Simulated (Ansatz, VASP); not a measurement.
# Two plane-wave programs on KI

```
K I
1.0
     4.41993    0.00000    0.00000
     0.00000    4.41993    0.00000
     0.00000    0.00000    4.16246
K I
1 1
Direct
  0.00000 0.00000 0.00000
  0.50000 0.50000 0.50000
```

Change from the starting cell: strain +0.030 along x and y, -0.030 along z, atoms carried along.

Alike in both runs: task single point; functional PBE; k mesh 6 × 6 × 6; occupations gaussian, width 0.05 eV; no spin polarisation.

|  | VASP | Ansatz |
| --- | --- | --- |
| version | VASP 6.6.1 | Ansatz 0.2.0 |
| potentials or method | VASP PAW PBE potentials, release 64 (K_sv, I), cutoff 520 eV | scalar-relativistic, plane waves, PAW |
| valence electrons in the cell | 16 | 26 |

```tsv
	VASP	Ansatz	Ansatz less VASP
gap on the k mesh at the Fermi level (eV)	2.99	3.00	+0.003
least direct gap on the mesh (eV)	3.28	3.28	+0.002
pressure (GPa)	0.1	0.1	-0.03
traceless stress, the component that is largest in VASP (GPa)	1.19	1.19	+0.002
```

The functional is the same, so the differences come from potentials, cutoffs and numerics. VASP's potentials hold 16 valence electrons a cell and Ansatz's 26, so a difference there can come from the potentials and not from the codes.

Spin-orbit coupling is off throughout.
